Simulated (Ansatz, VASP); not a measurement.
**Tc in VASP and in Ansatz**

```
Tc
1.0
     2.74000    0.00000    0.00000
    -1.37000    2.37291    0.00000
     0.00000    0.00000    4.39800
Tc
2
Direct
  0.33333 0.66667 0.25000
  0.66667 0.33333 0.75000
```

Alike in both runs: task single point; functional PBE; k mesh 5 × 5 × 3; occupations fermi-dirac, width 0.08 eV; no spin polarisation.

|  | VASP | Ansatz |
| --- | --- | --- |
| version | VASP 6.6.1 | Ansatz 0.2.0 |
| potentials or method | VASP PAW PBE potentials, release 64 (Tc_pv), cutoff 520 eV | all-electron LAPW, scalar-relativistic |

```csv
,VASP,Ansatz,Ansatz less VASP
pressure (GPa),1.1,2.0,+0.81
"traceless stress, the component that is largest in VASP (GPa)",-1.70,-1.66,+0.040
```

Ansatz ran all-electron here, and VASP with PAW potentials.

The k mesh is coarse, so the values compare programs but aren't converged.
